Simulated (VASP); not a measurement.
CaB: single point with PBE

The system is CaB.

```
CELL_PARAMETERS angstrom
-3.62871 0.00000 0.00000
0.00000 -4.25978 0.00000
0.00000 2.12989 5.00919
ATOMIC_POSITIONS crystal
B 0.75000 0.07000 0.14000
B 0.25000 0.93000 0.86000
Ca 0.75000 0.36000 0.72000
Ca 0.25000 0.64000 0.28000
```

| Property | Result |
| --- | --- |
| Program | VASP 6.6.1 |
| Task | single point |
| Functional | PBE |
| Potentials or basis | VASP PAW PBE potentials, release 64 (B, Ca_sv) |
| Cutoff | 520 eV |
| k mesh | 9 × 9 × 9 |
| Occupations | fermi-dirac, width 0.1 eV |
| Spin | no spin polarisation |
| Dipole correction | no |
| k mesh for the DOS | 14 × 14 × 14 |
| Occupations for the DOS | tetrahedron |
| Further INCAR settings | ALGO = Normal; EDIFF = 1e-07; NBANDS = 21 |

```
Valence electrons inside the program's atomic spheres : B 1.52; Ca 8.16
```

Levels at points of the mesh, in eV from the Fermi level:
| k point | band 9 | band 10 | band 11 | band 12 | band 13 | band 14 | band 15 | band 16 | band 17 | band 18 |
| --- | --- | --- | --- | --- | --- | --- | --- | --- | --- | --- |
| (0.00, 0.00, 0.00) | -7.86 | -3.57 | -1.09 | -0.69 | 0.42 | 1.13 | 2.12 | 2.36 | 3.70 | 4.71 |
| (0.50, 0.00, 0.00) | -5.50 | -5.50 | -0.84 | -0.84 | -0.14 | -0.14 | 1.08 | 1.08 | 4.62 | 4.62 |
| (0.00, 0.50, 0.00) | -7.06 | -3.54 | -2.33 | -1.06 | -0.03 | 0.35 | 2.82 | 2.93 | 3.81 | 4.35 |
| (0.50, 0.50, 0.00) | -5.25 | -5.25 | -1.17 | -1.17 | -0.46 | -0.46 | 1.44 | 1.44 | 4.95 | 4.95 |
| (0.00, 0.00, 0.50) | -7.41 | -4.61 | -0.51 | 0.24 | 0.27 | 1.01 | 1.93 | 3.09 | 3.31 | 3.93 |
| (0.50, 0.00, 0.50) | -5.22 | -5.22 | -1.91 | -1.91 | 0.20 | 0.20 | 2.43 | 2.43 | 3.70 | 3.70 |

It took 12 min on 1 thread of Intel(R) Xeon(R) Platinum 8259CL CPU @ 2.50GHz (Skylake/Cascade Lake), with other jobs on the host, peak memory 0.68 GiB.
